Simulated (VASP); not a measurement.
A run of VASP 6.6.1 is set up as follows.

Contents of INCAR:

```
  PREC = Accurate
  ENCUT = 600
  EDIFF = 1E-6
  ISMEAR = -1
  SIGMA = 0.15
  LREAL = F
  LASPH = T
  NELM = 80
  ALGO = Normal
  ISIF = 3
  LWAVE = F
  LCHARG = F
  GGA = PS
  IBRION = 2
  NSW = 80
  EDIFFG = -0.001
```

File KPOINTS:

```
regular mesh
0
Gamma
  15 15 8
```

Contents of POSCAR:

```
Ta2C
1.0
    3.0948432833      0.0000000000      0.0000000000
   -1.5474216416      2.6802129040      0.0000000000
    0.0000000000      0.0000000000      4.9219976061
Ta C
2 1
Direct
    0.3333333333      0.6666666667      0.2530357091
    0.6666666667      0.3333333333      0.7469642909
    0.0000000000      0.0000000000      0.0000000000
```

Potentials or basis: VASP PAW PBE potentials, release 64 (Ta_pv, C).

Command:

```sh
$ cat potpaw_PBE.64/Ta_pv/POTCAR potpaw_PBE.64/C/POTCAR > POTCAR
$ mpirun -np 1 vasp_std > vasp.out
```

(1) Predict the space group after relaxing (to 0.1 Å).

(2) Estimate the band gap on the k mesh.

(3) Predict the relaxed cell.

(4) What does it give for the relaxed volume?

Answers

(1) P-3m1 (No. 164).

(2) zero (bands 13 and 14 overlap by 0.80 eV).

(3) a = 3.097 Å, b = 3.097 Å, c = 4.922 Å, α = 90.00°, β = 90.00°, γ = 120.00°.

(4) 13.63 Å³/atom.

Caveat: the PAW data sets were made with another functional, which shifts forces and pressure a little; spin-orbit coupling is left out, which moves the levels of the heavy elements.
